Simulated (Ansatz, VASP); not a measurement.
**MnS in VASP and in Ansatz**

```xyz
2
Lattice="0.0000 2.8763 2.8763 2.8763 0.0000 2.8763 2.8763 2.8763 0.0000" Properties=species:S:1:pos:R:3 pbc="T T T"
Mn    0.0000    0.0000    0.0000
S     4.3144    4.3144    4.3144
```

Alike in both runs: task single point; functional PBEsol; k mesh 16 × 16 × 16; occupations gaussian, width 0.15 eV; no spin polarisation.

|  | VASP | Ansatz |
| --- | --- | --- |
| version | VASP 6.6.1 | Ansatz 0.2.0 |
| potentials or method | VASP PAW PBE potentials, release 64 (Mn_pv, S), cutoff 520 eV | scalar-relativistic, plane waves, PAW |
| valence electrons in the cell | 19 | 21 |

VASP gave:

* gap on the k mesh at the Fermi level (eV): none
* pressure (GPa): -24.0

Task: Estimate Ansatz's values.

Result: gap on the k mesh at the Fermi level (eV): none; pressure (GPa): -24.2.

VASP's potentials were made for PBE, not for PBEsol. A gap of «none» marks a metal or a gap that the smearing closes. The functional is the same, so the differences come from potentials, cutoffs and numerics. VASP's potentials hold 19 valence electrons a cell and Ansatz's 21, so a difference there can come from the potentials and not from the codes.
